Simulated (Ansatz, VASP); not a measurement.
# Two plane-wave programs on ZnS

```
Zn S
1.0
     0.00000    2.67498    2.70200
     2.67498    0.00000    2.70200
     2.67498    2.67498    0.00000
Zn S
1 1
Direct
  0.75000 0.75000 0.75000
  0.00000 0.00000 0.00000
```

Alike in both runs: functional PBEsol; k mesh 7 × 7 × 7; occupations fermi-dirac, width 0.05 eV; no spin polarisation.

```csv
,VASP,Ansatz
version,VASP 6.6.1,Ansatz 0.2.0
potentials or method,"VASP PAW PBE potentials, release 64 (Zn, S)",Ansatz PAW
plane-wave cutoff (eV),520,420
valence electrons in the cell,18,18
task,single point,band structure
```

VASP gave:

* gap on the k mesh at the Fermi level (eV): 2.05
* least direct gap on the mesh (eV): 2.05
* pressure (GPa): -0.3
* traceless stress, the component that is largest in VASP (GPa): -0.29

Task: What did Ansatz give for the same quantities?

Result: gap on the k mesh at the Fermi level (eV): 2.05; least direct gap on the mesh (eV): 2.05; pressure (GPa): -0.5; traceless stress, the component that is largest in VASP (GPa): -0.29.

VASP's potentials were made for PBE, not for PBEsol.
